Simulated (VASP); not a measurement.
A run of VASP 6.6.1 is set up as follows.

File INCAR:

```
  PREC = Accurate
  ENCUT = 500
  EDIFF = 1E-6
  ISMEAR = 1
  SIGMA = 0.1
  LREAL = F
  LASPH = T
  NELM = 120
  ALGO = Normal
  ISIF = 2
  LWAVE = F
  LCHARG = F
  NBANDS = 12
  GGA_COMPAT = F
```

The input KPOINTS:

```
regular mesh
0
Gamma
  11 11 11
```

POSCAR

```
Au
1.0
    0.0000000000      2.0213418704      2.0213418704
    2.0213418704      0.0000000000      2.0213418704
    2.0213418704      2.0213418704      0.0000000000
Au
1
Direct
    0.0000000000      0.0000000000      0.0000000000
```

Potentials or basis: VASP PAW LDA potentials, release 64 (Au).

Command:

```sh
$ cat potpaw_LDA.64/Au/POTCAR > POTCAR
$ mpirun -np 1 vasp_std > vasp.out
```

**Question.** Estimate the pressure.

**Answer.** 1.3 GPa.
